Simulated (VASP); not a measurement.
# Hg (Pm-3m) in VASP: single point with BLYP

Aim: the single point of Hg with BLYP.

Everything below comes from runs of VASP 6.6.1. Logs are shortened: lines on timing, memory, paths and dates and some standing lists are left out, and cuts for length are marked.

### 1 The cell of the first run

It takes space group Pm-3m (No. 221, cubic). Conventional cell: a = 4.758 Å, b = 4.758 Å, c = 4.758 Å, α = 90.00°, β = 90.00°, γ = 90.00°.

### 2 Single point, BLYP

INCAR

```
  PREC = Accurate
  ENCUT = 520
  EDIFF = 1E-6
  ISMEAR = -1
  SIGMA = 0.1
  LREAL = F
  LASPH = T
  NELM = 60
  ALGO = Normal
  ISIF = 2
  LWAVE = F
  LCHARG = F
  GGA = B5
  ALDAX = 1.0
  AGGAX = 1.0
  AGGAC = 1.0
  ALDAC = 0.0
  NBANDS = 12
```

KPOINTS

```
regular mesh
0
Gamma
  11 11 11
```

POSCAR

```
Hg
1.0
    4.7576820151      0.0000000000      0.0000000000
    0.0000000000      4.7576820151      0.0000000000
    0.0000000000      0.0000000000      4.7576820151
Hg
1
Direct
    0.0000000000      0.0000000000      0.0000000000
```

Potentials or basis: VASP PAW PBE potentials, release 64 (Hg).

Launch:

```
cat potpaw_PBE.64/Hg/POTCAR > POTCAR
mpirun -np 1 vasp_std > vasp.out
```

OUTCAR:

```text
PREC = Accurate
   ENCUT = 520
   EDIFF = 1E-6
   ISMEAR = -1
   LREAL = F
   LASPH = T
   NELM = 60
   ISIF = 2
   GGA = B5

 ion  position               nearest neighbor table
   1  0.000  0.000  0.000-

  LATTYP: Found a simple cubic cell.
 ALAT       =     4.7576820151

  Lattice vectors:

 A1 = (   4.7576820151,   0.0000000000,   0.0000000000)
 A2 = (   0.0000000000,   4.7576820151,   0.0000000000)
 A3 = (   0.0000000000,   0.0000000000,   4.7576820151)

Analysis of symmetry for initial positions (statically):
=====================================================================
 Subroutine PRICEL returns:
 Original cell was already a primitive cell.

 Routine SETGRP: Setting up the symmetry group for a
 simple cubic supercell.

 Subroutine GETGRP returns: Found 48 space group operations
 (whereof 48 operations were pure point group operations)
 out of a pool of 48 trial point group operations.

The static configuration has the point symmetry O_h .

Analysis of symmetry for dynamics (positions and initial velocities):
=====================================================================
 Subroutine PRICEL returns:
 Original cell was already a primitive cell.

 Routine SETGRP: Setting up the symmetry group for a
 simple cubic supercell.

 Subroutine GETGRP returns: Found 48 space group operations
 (whereof 48 operations were pure point group operations)
 out of a pool of 48 trial point group operations.

The dynamic configuration has the point symmetry O_h .

 Subroutine INISYM returns: Found 48 space group operations
 (whereof 48 operations are pure point group operations),
 and found     1 'primitive' translations

----------------------------------------------------------------------------------------

                                     Primitive cell

  volume of cell :     107.6927

  direct lattice vectors                    reciprocal lattice vectors
     4.757682015  0.000000000  0.000000000     0.210186388  0.000000000  0.000000000
     0.000000000  4.757682015  0.000000000     0.000000000  0.210186388  0.000000000
     0.000000000  0.000000000  4.757682015     0.000000000  0.000000000  0.210186388

  length of vectors
     4.757682015  4.757682015  4.757682015     0.210186388  0.210186388  0.210186388

  position of ions in fractional coordinates (direct lattice)
     0.000000000  0.000000000  0.000000000

  ion indices of the primitive-cell ions
   primitive index   ion index
                 1           1

----------------------------------------------------------------------------------------

 KPOINTS: regular mesh

Automatic generation of k-mesh.
 Grid dimensions read from file:
 generate k-points for:   11   11   11

 Generating k-lattice:

  Cartesian coordinates                     Fractional coordinates (reciprocal lattice)
     0.019107853  0.000000000  0.000000000     0.090909091  0.000000000  0.000000000
     0.000000000  0.019107853  0.000000000     0.000000000  0.090909091  0.000000000
     0.000000000  0.000000000  0.019107853     0.000000000  0.000000000  0.090909091

  Length of vectors
     0.019107853  0.019107853  0.019107853

  Shift w.r.t. Gamma in fractional coordinates (k-lattice)
     0.000000000  0.000000000  0.000000000

 Subroutine IBZKPT returns following result:
 ===========================================

 Found     56 irreducible k-points:

 Following reciprocal coordinates:
            Coordinates               Weight
  0.000000  0.000000  0.000000      1.000000
  0.090909  0.000000  0.000000      6.000000
  0.181818  0.000000  0.000000      6.000000
  0.272727  0.000000  0.000000      6.000000
  0.363636  0.000000  0.000000      6.000000
  0.454545  0.000000  0.000000      6.000000
[... 16 lines left out ...]
  0.181818  0.090909  0.090909     24.000000
  0.272727  0.090909  0.090909     24.000000
 [... further k-points ...]
   k-points           NKPTS =     56   k-points in BZ     NKDIM =     56   number of bands    NBANDS=     12
   number of dos      NEDOS =    301   number of ions     NIONS =      1
   total plane-waves  NPLWV =  46656
   dimension x,y,z NGX =    36 NGY =   36 NGZ =   36
   dimension x,y,z NGXF=    72 NGYF=   72 NGZF=   72
   ions per type =               1
   NGX,Y,Z   is equivalent  to a cutoff of  12.58, 12.58, 12.58 a.u.
   NGXF,Y,Z  is equivalent  to a cutoff of  25.16, 25.16, 25.16 a.u.
 SYSTEM =  unknown system
   PREC   = accura    normal or accurate (medium, high low for compatibility)
   ISTART =      0    job   : 0-new  1-cont  2-samecut
   ICHARG =      2    charge: 1-file 2-atom 10-const
   ISPIN  =      1    spin polarized calculation?
   LNONCOLLINEAR =      F non collinear calculations
   LSORBIT =      F    spin-orbit coupling
   LASPH  =      T    aspherical Exc in radial PAW
   ENCUT  =  520.0 eV  38.22 Ry    6.18 a.u.   8.85  8.85  8.85*2*pi/ulx,y,z
   NELM   =     60;   NELMIN=  2; NELMDL= -5     # of ELM steps
   EDIFF  = 0.1E-05   stopping-criterion for ELM
   LREAL  =      F    real-space projection
   EDIFFG = 0.1E-04   stopping-criterion for IOM
   NSW    =      0    number of steps for IOM
   IBRION =     -1    ionic relax: 0-MD 1-quasi-New 2-CG
   NFREE  =      0    steps in history (QN), initial steepest desc. (CG)
   ISIF   =      2    stress and relaxation
   ISYM   =      2    0-nonsym 1-usesym 2-fastsym
   POTIM  = 0.5000    time-step for ionic-motion
   TEBEG  =    0.0;   TEEND  =   0.0 temperature during run
   PSTRESS=    0.0 pullay stress
   NELECT =      12.0000    total number of electrons
   NUPDOWN=      -1.0000    fix difference up-down
   EMIN   =  10.00;   EMAX   =-10.00  energy-range for DOS
   EFERMI =   0.00;   METHOD = LEGACY
   ISMEAR =    -1;   SIGMA  =   0.10  broadening in eV -4-tet -1-fermi 0-gaus
   EFERMI_NEDOS =   21; number of points for ismear=-14 and -15
   IALGO  =     38    algorithm
   IMIX   =      4    mixing-type and parameters
     AMIX     =   0.40;   BMIX     =  1.00
     AMIX_MAG =   1.60;   BMIX_MAG =  1.00
  volume/ion in A,a.u.               =     107.69       726.75
  Fermi-wavevector in a.u.,A,eV,Ry     =   0.787783  1.488694  8.443800  0.620602
  Thomas-Fermi vector in A             =   1.892593
   LORBIT       =      0    0 simple, 1 ext, 2 COOP (PROOUT), +10 PAW based schemes
   GGA     = B5    functional components
   LHFCALC =     F    Hartree Fock is set to
   AEXX    =    0.0000 exact exchange contribution
   IVDW    =     0    specifies the selected vdW correction
   LEPSILON=     F    determine dielectric tensor
   LRPA    =     F    only Hartree local field effects (RPA)
 non-spin polarized calculation
  energy-cutoff  :      520.00
  volume of cell :      107.69
 maximum number of plane-waves:      2945
 NGX is ok and might be reduce to    36
   NGX = 17   NGY = 17   NGZ = 17

 number of electron      12.0000004 magnetization

 Free energy of the ion-electron system (eV)
  ---------------------------------------------------
  ext. energy  EPLUGINS =         0.00000000
  ---------------------------------------------------
  free energy    TOTEN  =        -0.00730020 eV

  energy without entropy =       -0.00730020  energy(sigma->0) =       -0.00730020

 E-fermi :  -2.7451     XC(G=0):  -4.1891

 val. band max:       -4.6234159785   @ k =   0.4545   0.4545   0.4545
 cond. band min:      -0.8606866336   @ k =   0.4545   0.0000   0.0000
 fundamental gap:      3.7627293449
 Fermi energy:        -2.7450979083

 k-point     1 :       0.0000    0.0000    0.0000
  band No.  band energies     occupation
      1      -8.2521      2.00000
      2      -8.2521      2.00000
      3      -8.1760      2.00000
      4      -8.1760      2.00000
      5      -8.1760      2.00000
      6      -5.8966      2.00000
      7       2.1869      0.00000
      8       2.1869      0.00000
      9       2.1869      0.00000
     10       3.0217      0.00000
     11       5.2588      0.00000
     12       5.2588      0.00000

 k-point     2 :       0.0909    0.0000    0.0000
  band No.  band energies     occupation
      1      -8.2519      2.00000
      2      -8.2470      2.00000
      3      -8.1777      2.00000
      4      -8.1777      2.00000
      5      -8.1759      2.00000
      6      -5.8660      2.00000
      7       1.6238      0.00000
      8       2.2251      0.00000
      9       2.2251      0.00000
     10       3.3780      0.00000
     11       5.3051      0.00000
     12       5.6314      0.00000

 k-point     3 :       0.1818    0.0000    0.0000
  band No.  band energies     occupation
      1      -8.2511      2.00000
      2      -8.2334      2.00000
      3      -8.1821      2.00000
      4      -8.1821      2.00000
      5      -8.1755      2.00000
      6      -5.7789      2.00000
      7       0.7828      0.00000
      8       2.3328      0.00000
      9       2.3328      0.00000
     10       3.7524      0.00000
     11       5.4434      0.00000
     12       6.5655      0.00000

 k-point     4 :       0.2727    0.0000    0.0000
  band No.  band energies     occupation
      1      -8.2501      2.00000
      2      -8.2160      2.00000
      3      -8.1879      2.00000
      4      -8.1879      2.00000
      5      -8.1750      2.00000
      6      -5.6526      2.00000
      7       0.0250      0.00000
      8       2.4873      0.00000
      9       2.4873      0.00000
     10       4.0726      0.00000
     11       5.6708      0.00000
     12       7.1854      0.00000

 k-point     5 :       0.3636    0.0000    0.0000
  band No.  band energies     occupation
      1      -8.2491      2.00000
      2      -8.2003      2.00000
      3      -8.1933      2.00000
      4      -8.1933      2.00000
      5      -8.1745      2.00000
      6      -5.5209      2.00000
      7      -0.5479      0.00000
      8       2.6469      0.00000
      9       2.6469      0.00000
     10       4.4012      0.00000
     11       5.9753      0.00000
     12       6.6494      0.00000
[... 228 lines left out ...]
      1      -8.2234      2.00000
      2      -8.2198      2.00000
      3      -8.1941      2.00000
      4      -8.1941      2.00000
      5      -8.1489      2.00000
      6      -5.0129      2.00000
      7      -0.1549      0.00000
      8      -0.1331      0.00000
      9       2.9572      0.00000
     10       3.2726      0.00000
     11       6.4254      0.00000
     12       7.6347      0.00000

 k-point    22 :       0.0909    0.0909    0.0909
  band No.  band energies     occupation
      1      -8.2440      2.00000
      2      -8.2440      2.00000
      3      -8.1793      2.00000
      4      -8.1792      2.00000
      5      -8.1792      2.00000
      6      -5.8050      2.00000
      7       1.4754      0.00000
      8       1.8724      0.00000
      9       1.8724      0.00000
     10       4.0636      0.00000
     11       5.8348      0.00000
     12       5.8348      0.00000

 k-point    23 :       0.1818    0.0909    0.0909
  band No.  band energies     occupation
      1      -8.2432      2.00000
      2      -8.2302      2.00000
      3      -8.1839      2.00000
      4      -8.1837      2.00000
      5      -8.1788      2.00000
      6      -5.7188      2.00000
      7       0.8422      0.00000
      8       1.7984      0.00000
      9       1.9842      0.00000
     10       4.4793      0.00000
     11       5.9531      0.00000
     12       6.6468      0.00000

 k-point    24 :       0.2727    0.0909    0.0909
  band No.  band energies     occupation
      1      -8.2423      2.00000
      2      -8.2124      2.00000
      3      -8.1899      2.00000
      4      -8.1896      2.00000
      5      -8.1783      2.00000
      6      -5.5937      2.00000
      7       0.1058      0.00000
      8       1.9492      0.00000
      9       2.1467      0.00000
     10       4.7876      0.00000
     11       6.1230      0.00000
     12       6.5757      0.00000

 [... further k-points ...]

------------------------ aborting loop because EDIFF is reached ----------------------------------------

  FORCE on cell =-STRESS in cart. coord.  units (eV):
  Direction    XX          YY          ZZ          XY          YZ          ZX
  --------------------------------------------------------------------------------------
  -------------------------------------------------------------------------------------
  Total        0.0132064      0.0132064      0.0132064      0.0000000      0.0000000     -0.0000000
  in kB        0.1964750      0.1964750      0.1964750      0.0000000      0.0000000     -0.0000000
  external PRESSURE =       0.1964750 kB  Pullay stress =       0.0000000 kB

 VOLUME and BASIS-vectors are now :
 -----------------------------------------------------------------------------
  energy-cutoff  :      520.00
  volume of cell :      107.69
      direct lattice vectors                 reciprocal lattice vectors
     4.757682015  0.000000000  0.000000000     0.210186388  0.000000000  0.000000000
     0.000000000  4.757682015  0.000000000     0.000000000  0.210186388  0.000000000
     0.000000000  0.000000000  4.757682015     0.000000000  0.000000000  0.210186388

 POSITION                                       TOTAL-FORCE (eV/Angst)
 -----------------------------------------------------------------------------------
      0.00000      0.00000      0.00000         0.000000      0.000000      0.000000
 -----------------------------------------------------------------------------------
    total drift:                               -0.000000     -0.000000     -0.000000

  FREE ENERGIE OF THE ION-ELECTRON SYSTEM (eV)
  ---------------------------------------------------
  free  energy   TOTEN  =        -0.0073002007 eV

  energy  without entropy=       -0.0073001988  energy(sigma->0) =       -0.00730020
```

It took 25 s on 1 thread of AMD EPYC 9R45 (Zen 5), shared host; peak memory 0.2 GiB.

Results:

```yaml
Free_energy: -0.0073 eV
Pressure: 0.0 GPa
Band_gap_on_the_k_mesh: 3.76 eV (least direct gap 4.57 eV)
```

Caveat: the nearest neighbours stand farther apart than a usual bond; the PAW data sets were made with another functional, which shifts forces and pressure a little; spin-orbit coupling is left out, which moves the levels of the heavy elements; an odd mesh through Γ misses points on the zone boundary, where band edges can lie.
